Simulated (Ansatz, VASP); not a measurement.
# Sn4SeS3 in VASP and in Ansatz

The input INCAR:

```
  PREC = Accurate
  ENCUT = 520
  EDIFF = 1E-7
  ISMEAR = 0
  SIGMA = 0.1
  LREAL = False
  LASPH = True
  NELM = 60
  ALGO = Normal
  ISIF = 2
  LWAVE = False
  LCHARG = True
  GGA = PE
  LELF = True
  LVHAR = True
  NBANDS = 50
```

KPOINTS

```
Automatic mesh
0
Gamma
  4 4 4
```

The input POSCAR:

```
Sn4SeS3
1.0
    0.0000000000      4.1197878000      0.0000000000
   -0.7272521000      0.0000000000      4.2777435000
   12.0183825000     -2.0598939000      0.0000000000
Sn Se S
4 1 3
Direct
    0.9425500000      0.8241070000      0.8851000000
    0.5666140000      0.3847410000      0.1332280000
    0.6899820000      0.0104500000      0.3799640000
    0.3118560000      0.6247980000      0.6237120000
    0.4512530000      0.3666510000      0.9025060000
    0.0528840000      0.9664980000      0.1057680000
    0.2026030000      0.6176180000      0.4052060000
    0.7989220000      0.2051360000      0.5978440000
```

Input for Ansatz:

```yaml
crystal:
  lattice:
    - [0.0, 4.1197878, 0.0]
    - [-0.7272521, 0.0, 4.2777435]
    - [12.0183825, -2.0598939, 0.0]
  atoms:
    - { symbol: Sn, position: [0.94255, 0.824107, 0.8851] }
    - { symbol: Sn, position: [0.566614, 0.384741, 0.133228] }
    - { symbol: Sn, position: [0.689982, 0.01045, 0.379964] }
    - { symbol: Sn, position: [0.311856, 0.624798, 0.623712] }
    - { symbol: Se, position: [0.451253, 0.366651, 0.902506] }
    - { symbol: S, position: [0.052884, 0.966498, 0.105768] }
    - { symbol: S, position: [0.202603, 0.617618, 0.405206] }
    - { symbol: S, position: [0.798922, 0.205136, 0.597844] }
basis:
  ecutwfc: 420
kpoints:
  mp_grid: { grid: [4, 4, 4] }
hamiltonian:
  xc: pbe
scf:
  occupations: { method: gaussian, width: 0.1 }
  lower_state_search: "off"
output:
  forces: true
  stress: true
  eigenvalues: true
```

Alike in both runs: task single point; functional PBE; k mesh 4 × 4 × 4; occupations gaussian, width 0.1 eV; no spin polarisation.

|  | VASP | Ansatz |
| --- | --- | --- |
| version | VASP 6.6.1 | Ansatz 0.2.0 |
| potentials or method | VASP PAW PBE potentials, release 64 (Sn_d, Se, S), cutoff 520 eV | scalar-relativistic, plane waves, PAW |
| valence electrons in the cell | 80 | 90 |

|  | VASP | Ansatz | Ansatz less VASP |
| --- | --- | --- | --- |
| gap on the k mesh at the Fermi level (eV) | 0.63 | 0.64 | +0.008 |
| least direct gap on the mesh (eV) | 1.14 | 1.15 | +0.009 |
| pressure (GPa) | -0.1 | -0.1 | +0.03 |
| traceless stress, the component that is largest in VASP (GPa) | -0.14 | -0.15 | -0.006 |
| rms of the force components (eV/Å) | 0.010 | 0.011 | +0.0015 |

Atom by atom the forces differ by 0.004 eV/Å (rms over components). The functional is the same, so the differences come from potentials, cutoffs and numerics. VASP's potentials hold 80 valence electrons a cell and Ansatz's 90, so a difference there can come from the potentials and not from the codes.
